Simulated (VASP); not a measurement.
Write the native input for VASP 6.6.1 that does the following.

```
Task                   : single point
Functional             : PBE
Potentials or basis    : VASP PAW PBE potentials, release 64 (W_sv, Se)
Cutoff                 : 520 eV
k mesh                 : 24 × 24 × 1
Occupations            : gaussian, width 0.05 eV
Spin                   : non-collinear spin, zero start, spin-orbit coupling
Starting moments       : [[0.0, 0.0, 0.0], [0.0, 0.0, 0.0], [0.0, 0.0, 0.0]] μB
Dipole correction      : no
Further INCAR settings : ALGO = Normal; EDIFF = 1e-06; NBANDS = 39
```

The structure of WSe2 lies in POSCAR:

```
WSe2
1.0
    3.3178532700      0.0000000000      0.0000000000
   -1.6589266300      2.8733452200      0.0000000000
    0.0000000000      0.0000000000     16.3252245500
W Se
1 2
Direct
    0.0000000000      0.0000000000      0.5000000000
    0.3333333300      0.6666666700      0.6018745900
    0.3333333300      0.6666666700      0.3981254100
```

One way to write it, as run:

INCAR

```
PREC = Accurate
ENCUT = 520
EDIFF = 1E-6
ISMEAR = 0
SIGMA = 0.05
LREAL = False
LASPH = True
NELM = 150
ALGO = Normal
ISIF = 2
LWAVE = False
LCHARG = True
MAGMOM = 0 0 0 0 0 0 0 0 0
LORBIT = 11
LSORBIT = True
GGA_COMPAT = False
LORBMOM = True
LMAXMIX = 4
GGA = PE
LVHAR = True
NBANDS = 39
KPAR = 4
```

KPOINTS

```
regular mesh
0
Gamma
  24 24 1
```

Potentials or basis: VASP PAW PBE potentials, release 64 (W_sv, Se).

Launch:

```bash
$ cat potpaw_PBE.64/W_sv/POTCAR potpaw_PBE.64/Se/POTCAR > POTCAR
$ mpirun -np 4 vasp_ncl > vasp.out
```

It gave:

```json
{
  "Largest force": "0.352 eV/Å",
  "Net moment": "0.00 μB per cell",
  "Valence electrons inside the program's atomic spheres": "W 11.97; Se 3.90"
}
```

Caveat: there is no dipole correction, which matters where the two faces differ.

Run time: 16 min on 4 MPI ranks on Intel(R) Xeon(R) Platinum 8175M CPU @ 2.50GHz (Skylake/Cascade Lake), on a shared host, peak memory 1.4 GiB a rank.
